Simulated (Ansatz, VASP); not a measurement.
# Lu: VASP beside Ansatz

INCAR

```
SYSTEM = Lu
PREC = Accurate
ENCUT = 520
EDIFF = 1E-7
ISMEAR = -1
SIGMA = 0.05
LREAL = .False.
LASPH = .True.
NELM = 100
ALGO = Normal
ISIF = 2
LWAVE = .False.
LCHARG = .True.
GGA = PS
LELF = .True.
LVHAR = .True.
NBANDS = 32
```

KPOINTS

```
Automatic mesh
0
Gamma
  10 10 10
  0 0 0
```

Contents of POSCAR:

```
Lu
1.0
    0.0000000000      2.8417002343      2.8417002343
    2.8417002343      0.0000000000      2.8417002343
    2.8417002343      2.8417002343      0.0000000000
Lu
2
Direct
   -0.1250000000     -0.1250000000     -0.1250000000
    0.1250000000      0.1250000000      0.1250000000
```

Input for Ansatz:

```yaml
crystal:
  lattice:
    - [0.0, 2.8417002343, 2.8417002343]
    - [2.8417002343, 0.0, 2.8417002343]
    - [2.8417002343, 2.8417002343, 0.0]
  atoms:
    - { symbol: Lu, position: [-0.125, -0.125, -0.125] }
    - { symbol: Lu, position: [0.125, 0.125, 0.125] }
kpoints:
  mp_grid: { grid: [10, 10, 10] }
scf:
  occupations: { method: fermi_dirac, width: 0.05 }
hamiltonian:
  xc: pbesol
  pseudopotentials: { kind: all_electron, lapw: { basis_error: 0.001 } }
output:
  forces: true
  stress: true
  eigenvalues: true
  populations: true
```

Change from the starting cell: volume scaled by 0.5, LAPW.

Alike in both runs: task single point; functional PBEsol; k mesh 10 × 10 × 10; occupations fermi-dirac, width 0.05 eV; no spin polarisation.

|  | VASP | Ansatz |
| --- | --- | --- |
| version | VASP 6.6.1 | Ansatz 0.2.0 |
| potentials or method | VASP PAW PBE potentials, release 64 (Lu), cutoff 520 eV | all-electron LAPW, scalar-relativistic |

Ansatz gave:

```
pressure (GPa) : 20.3
```

Question: Estimate VASP's values.

Answer: Pressure (GPa): 21.8.

VASP's potentials were made for PBE, not for PBEsol. Ansatz ran all-electron here, and VASP with PAW potentials.

Spin-orbit coupling is off throughout.
